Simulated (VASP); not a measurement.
The system is PbO.

```
Pb O
1.0
     0.00000    2.91862    2.91862
     2.91862    0.00000    2.91862
     2.91862    2.91862    0.00000
Pb O
1 1
Direct
  0.00000 0.00000 0.00000
  0.75000 0.75000 0.75000
```

* Program: VASP 6.6.1
* Task: relaxation of cell and atoms
* Functional: PBE
* Potentials or basis: VASP PAW PBE potentials, release 64 (Pb_d, O)
* Cutoff: 600 eV
* k mesh: 6 × 6 × 6
* Occupations: gaussian, width 0.1 eV
* Spin: no spin polarisation

At the start: pressure -4.7 GPa; volume 24.86 Å³/atom.

Problem. Where does the relaxation end?

Solution. Over 3 steps the energy falls by 34.7 meV/atom and the volume is 22.68 Å³/atom (-8.8 %); space group F-43m (No. 216, to 0.1 Å) before and after.

The path:
| step | energy change (eV) | largest force (eV/Å) | pressure (GPa) | volume (Å³) |
| --- | --- | --- | --- | --- |
| 1 | 0.0000 | 0.0000 | -4.72 | 49.72 |
| 2 | -0.0670 | 0.0000 | 1.08 | 44.63 |
| 3 | -0.0695 | 0.0000 | 0.02 | 45.37 |

Final structure:
```cif
data_structure
_symmetry_space_group_name_H-M 'P 1'
_symmetry_Int_Tables_number 1
_cell_length_a 4.0034
_cell_length_b 4.0034
_cell_length_c 4.0034
_cell_angle_alpha 60.000
_cell_angle_beta 60.000
_cell_angle_gamma 60.000
_cell_volume 45.37
loop_
_atom_site_label
_atom_site_type_symbol
_atom_site_fract_x
_atom_site_fract_y
_atom_site_fract_z
_atom_site_occupancy
Pb1 Pb 0.00000 0.00000 0.00000 1
O1 O 0.75000 0.75000 0.75000 1
```
